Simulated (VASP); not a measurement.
V, 2 atoms in the cell. The structure is hexagonal, space group P6_3/mmc (No. 194). Conventional cell: a = 2.506 Å, b = 2.506 Å, c = 4.513 Å, α = 90.00°, β = 90.00°, γ = 120.00°. V (site symmetry -6m2) has 12 V at 2.51 to 2.68 Å within 3.3 Å. This isn't the form of V at room conditions, which is bcc.

* Program: VASP 6.6.1
* Task: single point
* Functional: PBEsol
* Potentials or basis: VASP PAW PBE potentials, release 64 (V_sv)
* Cutoff: 520 eV
* k mesh: 23 × 23 × 11
* Occupations: fermi-dirac, width 0.1 eV
* Spin: no spin polarisation
* Dipole correction: no
* Further INCAR settings: ALGO = Normal; EDIFF = 1e-07; NBANDS = 20

Potentials or basis: VASP PAW PBE potentials, release 64 (V_sv).

The run is started by

```console
$ cat potpaw_PBE.64/V_sv/POTCAR > POTCAR
$ mpirun -np 1 vasp_std > vasp.out
```

Hardware: 1 thread of Intel Xeon 8259CL, on a shared host.

How long does it take, and how much memory?

Run time: 3.2 min on 1 thread of Intel Xeon 8259CL, on a shared host, peak memory 0.24 GiB. Counts: scf iterations 13, k points 336.
